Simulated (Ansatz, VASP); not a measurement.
# ZnCd3Te2: VASP beside Ansatz

INCAR

```
  ALGO = Normal
  EDIFF = 1E-7
  ENCUT = 520
  GGA = PE
  ISIF = 2
  ISMEAR = 0
  LASPH = True
  LCHARG = True
  LELF = True
  LREAL = False
  LVHAR = True
  LWAVE = False
  NBANDS = 39
  NELM = 100
  PREC = Accurate
  SIGMA = 0.1
```

The input KPOINTS:

```
k-points
0
Gamma
  3 3 3
```

The input POSCAR:

```
ZnCd3Te2
1.0
    4.2170618600      2.4347218000      2.9942570400
   -4.2170618600      2.4347218000      2.9942570400
    0.0000000000     -4.8694436000      2.9942570400
Zn Cd Te
1 3 2
Direct
    0.5000000000      0.5000000000      0.5000000000
    0.0000000000      0.5000000000      0.0000000000
    0.0000000000      0.0000000000      0.5000000000
    0.5000000000      0.0000000000      0.0000000000
    0.7708021400      0.7708021400      0.7708021400
    0.2291978600      0.2291978600      0.2291978600
```

Input for Ansatz:

```yaml
crystal:
  lattice:
    - [4.21706186, 2.4347218, 2.99425704]
    - [-4.21706186, 2.4347218, 2.99425704]
    - [0.0, -4.8694436, 2.99425704]
  atoms:
    - { symbol: Zn, position: [0.5, 0.5, 0.5] }
    - { symbol: Cd, position: [0.0, 0.5, 0.0] }
    - { symbol: Cd, position: [0.0, 0.0, 0.5] }
    - { symbol: Cd, position: [0.5, 0.0, 0.0] }
    - { symbol: Te, position: [0.77080214, 0.77080214, 0.77080214] }
    - { symbol: Te, position: [0.22919786, 0.22919786, 0.22919786] }
basis:
  ecutwfc: 420
kpoints:
  mp_grid: { grid: [3, 3, 3] }
hamiltonian:
  xc: pbe
scf:
  occupations: { method: gaussian, width: 0.1 }
  lower_state_search: "off"
output:
  forces: true
  stress: true
  eigenvalues: true
```

Change from the starting cell: species swapped into the Ag3AuS2 type (R-3m, No. 166).

Alike in both runs: task single point; functional PBE; k mesh 3 × 3 × 3; occupations gaussian, width 0.1 eV; no spin polarisation.

|  | VASP | Ansatz |
| --- | --- | --- |
| version | VASP 6.6.1 | Ansatz 0.2.0 |
| potentials or method | VASP PAW PBE potentials, release 64 (Zn, Cd, Te), cutoff 520 eV | scalar-relativistic, plane waves, PAW |
| valence electrons in the cell | 60 | 104 |

|  | VASP | Ansatz | Ansatz less VASP |
| --- | --- | --- | --- |
| gap on the k mesh at the Fermi level (eV) | none | none | - |
| pressure (GPa) | 13.6 | 13.3 | -0.27 |
| traceless stress, the component that is largest in VASP (GPa) | -6.87 | -6.76 | +0.112 |
| rms of the force components (eV/Å) | 0.170 | 0.166 | -0.0043 |

Atom by atom the forces differ by 0.004 eV/Å (rms over components). A gap of «none» marks a metal or a gap that the smearing closes. The functional is the same, so the differences come from potentials, cutoffs and numerics. VASP's potentials hold 60 valence electrons a cell and Ansatz's 104, so a difference there can come from the potentials and not from the codes.

The k mesh is coarse, so the values compare programs but aren't converged. Neither program's run includes spin-orbit coupling.
